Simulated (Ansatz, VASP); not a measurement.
# One calculation of Sb, two programs

```
Sb
1.0
    -1.86481    1.86481    1.86481
     1.86481   -1.86481    1.86481
     1.86481    1.86481   -1.86481
Sb
1
Direct
  0.00000 0.00000 0.00000
```

Alike in both runs: functional PBEsol; k mesh 16 × 16 × 16; occupations fermi-dirac, width 0.05 eV; no spin polarisation.

Ansatz relaxed the structure, and its values are those at the end. VASP's run is a single point on that final structure, the one shown.

|  | VASP | Ansatz |
| --- | --- | --- |
| version | VASP 6.6.1 | Ansatz 0.2.0 |
| potentials or method | VASP PAW PBE potentials, release 64 (Sb) | PAW with Ansatz's default frozen-core files, scalar-relativistic |
| plane-wave cutoff (eV) | 520 | 420 |
| valence electrons in the cell | 5 | 15 |

|  | VASP | Ansatz | Ansatz less VASP |
| --- | --- | --- | --- |
| pressure (GPa) | 0.0 | 0.0 | 0.00 |

VASP's potentials were made for PBE, not for PBEsol. VASP's potentials hold 5 valence electrons a cell and Ansatz's 15, so a difference there can come from the potentials and not from the codes.

Spin-orbit coupling is off throughout.
